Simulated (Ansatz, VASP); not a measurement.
# BN in VASP and in Ansatz

```xyz
4
Lattice="2.5122 0.0000 0.0000 -1.2561 2.1756 0.0000 0.0000 0.0000 8.3708" Properties=species:S:1:pos:R:3 pbc="T T T"
B     0.0000    1.4504    2.0927
B     1.2561    0.7252    6.2781
N     0.0000    1.4504    6.2781
N     1.2561    0.7252    2.0927
```

Alike in both runs: functional PBE; k mesh 12 × 12 × 4; occupations gaussian, width 0.02 eV; no spin polarisation.

Ansatz relaxed the structure, and its values are those at the end. VASP's run is a single point on that final structure, the one shown.

|  | VASP | Ansatz |
| --- | --- | --- |
| version | VASP 6.6.1 | Ansatz 0.2.0 |
| potentials or method | VASP PAW PBE potentials, release 64 (B, N), cutoff 520 eV | scalar-relativistic, plane waves, PAW |
| valence electrons in the cell | 16 | 16 |

|  | VASP | Ansatz | Ansatz less VASP |
| --- | --- | --- | --- |
| gap on the k mesh at the Fermi level (eV) | 4.39 | 4.39 | +0.002 |
| least direct gap on the mesh (eV) | 4.66 | 4.66 | +0.003 |
| pressure (GPa) | 0.1 | 0.0 | -0.05 |

With one functional, cell and mesh, what is left measures potentials, basis and numerics.
